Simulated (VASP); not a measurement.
The system is InB3As4.

```
B As In
1.0
     5.18886    0.00000    0.00000
     0.00000    5.18886    0.00000
     0.00000    0.00000    5.18886
B As In
3 4 1
Direct
  0.50000 0.00000 0.00000
  0.00000 0.50000 0.00000
  0.00000 0.00000 0.50000
  0.77419 0.22581 0.22581
  0.22581 0.77419 0.22581
  0.22581 0.22581 0.77419
  0.77419 0.77419 0.77419
  0.50000 0.50000 0.50000
```

| Property | Result |
| --- | --- |
| Program | VASP 6.6.1 |
| Task | relaxation of cell and atoms |
| Functional | r2SCAN |
| Potentials or basis | VASP PAW PBE potentials, release 64 (B, As, In_d) |
| Cutoff | 600 eV |
| k mesh | 4 × 4 × 4 |
| Occupations | fermi-dirac, width 0.02 eV |
| Spin | no spin polarisation |

At the start: pressure -1.9 GPa; volume 17.46 Å³/atom.

**Question.** How do energy, volume and symmetry change on relaxing?

**Answer.** Over 5 steps the energy falls by 2.2 meV/atom and the volume is 17.16 Å³/atom (-1.8 %); space group P-43m (No. 215, to 0.05 Å).

Step by step:
```csv
step,energy change (eV),largest force (eV/Å),pressure (GPa),volume (Å³)
1,0.0000,0.1943,-1.91,139.71
2,-0.0103,0.1132,1.37,135.54
3,-0.0178,0.0186,0.04,137.15
4,-0.0178,0.0225,-0.01,137.20
5,-0.0179,0.0027,-0.02,137.25
```

Final structure:
```xyz
8
Lattice="5.1583 0.0000 0.0000 0.0000 5.1583 0.0000 0.0000 0.0000 5.1583" Properties=species:S:1:pos:R:3 pbc="T T T"
B     2.5791    0.0000    0.0000
B     0.0000    2.5791    0.0000
B     0.0000    0.0000    2.5791
As    3.9898    1.1685    1.1685
As    1.1685    3.9898    1.1685
As    1.1685    1.1685    3.9898
As    3.9898    3.9898    3.9898
In    2.5791    2.5791    2.5791
```

Caveat: the PAW data sets were made with another functional, which shifts forces and pressure a little.
